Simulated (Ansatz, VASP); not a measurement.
**Two plane-wave programs on As**

The input INCAR:

```
PREC = Accurate ; ENCUT = 500
EDIFF = 1E-6 ; ISMEAR = 0
SIGMA = 0.1 ; LREAL = F
LASPH = T ; NELM = 120
ALGO = Normal ; ISIF = 2
LWAVE = F ; LCHARG = F
GGA = PE ; IVDW = 12
NBANDS = 8 ; GGA_COMPAT = F
```

KPOINTS

```
regular mesh
0
Gamma
  6 6 6
```

The input POSCAR:

```
As
1.0
    2.7036817444      0.0000000000      0.0000000000
    0.0000000000      2.7036817444      0.0000000000
    0.0000000000      0.0000000000      2.7036817444
As
1
Direct
    0.5000000000      0.5000000000      0.5000000000
```

Input for Ansatz:

```yaml
crystal:
  lattice:
    - [2.7036817444, 0.0, 0.0]
    - [0.0, 2.7036817444, 0.0]
    - [0.0, 0.0, 2.7036817444]
  atoms:
    - { symbol: As, position: [0.5, 0.5, 0.5] }
basis:
  ecutwfc: 420
kpoints:
  mp_grid: { grid: [6, 6, 6] }
hamiltonian:
  xc: pbe
  dispersion: d3bj
scf:
  occupations: { method: gaussian, width: 0.1 }
output:
  forces: true
  stress: true
  eigenvalues: true
```

Alike in both runs: task single point; functional PBE; dispersion D3(BJ); k mesh 6 × 6 × 6; occupations gaussian, width 0.1 eV; no spin polarisation.

```csv
,VASP,Ansatz
version,VASP 6.6.1,Ansatz 0.2.0
potentials or method,"VASP PAW PBE potentials, release 64 (As), cutoff 500 eV","scalar-relativistic, plane waves, PAW"
valence electrons in the cell,5,15
```

|  | VASP | Ansatz | Ansatz less VASP |
| --- | --- | --- | --- |
| gap on the k mesh at the Fermi level (eV) | none | none | - |
| pressure (GPa) | -1.0 | -1.1 | -0.17 |

A gap of «none» marks a metal or a gap that the smearing closes. VASP's potentials hold 5 valence electrons a cell and Ansatz's 15, so a difference there can come from the potentials and not from the codes.

The k mesh is coarse, so the values compare programs but aren't converged.
